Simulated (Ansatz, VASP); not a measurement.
# Two plane-wave programs on Lu

INCAR

```
  PREC = Accurate
  ENCUT = 520
  EDIFF = 1E-8
  ISMEAR = -1
  SIGMA = 0.03
  LREAL = F
  LASPH = T
  NELM = 100
  ALGO = Normal
  ISIF = 2
  LWAVE = F
  LCHARG = F
  GGA = CA
  LEFG = T
  NBANDS = 32
```

The input KPOINTS:

```
Automatic mesh
0
Gamma
  13 13 8
```

The input POSCAR:

```
Lu
1.0
    3.5098988894      0.0000000000      0.0000000000
   -1.7549494447      3.0396616030      0.0000000000
    0.0000000000      0.0000000000      5.5666000000
Lu
2
Direct
    0.3333333333      0.6666666667      0.2500000000
    0.6666666667      0.3333333333      0.7500000000
```

Input for Ansatz:

```yaml
crystal:
  lattice:
    - [3.5098988894, 0.0, 0.0]
    - [-1.7549494447, 3.039661603, 0.0]
    - [0.0, 0.0, 5.5666]
  atoms:
    - { symbol: Lu, position: [0.3333333333, 0.6666666667, 0.25] }
    - { symbol: Lu, position: [0.6666666667, 0.3333333333, 0.75] }
kpoints:
  mp_grid: { grid: [13, 13, 8] }
  band_path:
    path:
      - [0.0, 0.0, 0.0]
      - [0.5, 0.0, 0.0]
      - [0.3333333333, 0.3333333333, 0.0]
      - [0.0, 0.0, 0.0]
      - [0.0, 0.0, 0.5]
      - [0.5, 0.0, 0.5]
      - [0.3333333333, 0.3333333333, 0.5]
      - [0.0, 0.0, 0.5]
      - [0.5, 0.0, 0.5]
    npoints: 5
scf:
  occupations: { method: fermi_dirac, width: 0.03 }
hamiltonian:
  xc: lda
  pseudopotentials: { kind: paw }
output:
  forces: true
  stress: true
  eigenvalues: true
  efg: { contact_densities: true }
  write_density: true
  write_potential: true
  elf: true
  volumetric_format: npy
```

Alike in both runs: task electric field gradients; functional LDA; k mesh 13 × 13 × 8; occupations fermi-dirac, width 0.03 eV; no spin polarisation.

```csv
,VASP,Ansatz
version,VASP 6.6.1,Ansatz 0.2.0
potentials or method,"VASP PAW PBE potentials, release 64 (Lu)","PAW with Ansatz's default frozen-core files, scalar-relativistic"
plane-wave cutoff (eV),520,420
valence electrons in the cell,50,50
```

Ansatz gave:

- pressure (GPa): -5.9
- traceless stress, the component that is largest in VASP (GPa): -0.96
- size of Vzz on the site where it differs most (V/Å²): 48.0

Problem. Estimate VASP's values.

Solution. Pressure (GPa): -5.7; traceless stress, the component that is largest in VASP (GPa): -0.99; size of Vzz on the site where it differs most (V/Å²): 57.3.

VASP's potentials were made for PBE, not for LDA. LDA's correlation is that of Perdew and Zunger in VASP and of Perdew and Wang (1992) in Ansatz.

Neither program's run includes spin-orbit coupling.
